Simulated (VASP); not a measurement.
SiC (Moissanite 3C), 2 atoms in the cell. The structure is cubic, space group F-43m (No. 216). Conventional cell: a = 4.269 Å, b = 4.269 Å, c = 4.269 Å, α = 90.00°, β = 90.00°, γ = 90.00°. Si (site symmetry -43m) has 4 C at 1.85 Å within 2.5 Å. C (site symmetry -43m) has 4 Si at 1.85 Å within 2.5 Å. 

| Property | Result |
| --- | --- |
| Program | VASP 6.6.1 |
| Task | single point |
| Functional | revPBE |
| Dispersion | D3(BJ) |
| Potentials or basis | VASP PAW PBE potentials, release 64 (Si, C) |
| Cutoff | 600 eV |
| k mesh | 10 × 10 × 10 |
| Occupations | fermi-dirac, width 0.05 eV |
| Spin | no spin polarisation |
| Dipole correction | no |
| Further INCAR settings | ALGO = Normal; EDIFF = 1e-06; NBANDS = 11 |

Potentials or basis: VASP PAW PBE potentials, release 64 (Si, C).

Command:

```bash
$ cat potpaw_PBE.64/Si/POTCAR potpaw_PBE.64/C/POTCAR > POTCAR
$ mpirun -np 1 vasp_std > vasp.out
```

Hardware: 1 thread of AMD EPYC 7R43 64-Core Processor (Zen 3) (shared host).

Task: How long does it take, and how much memory?

Result: It took 16 s on 1 thread of AMD EPYC 7R43 64-Core Processor (Zen 3), with other jobs on the host, peak memory 0.12 GiB. Counts: scf iterations 12, k points 47.
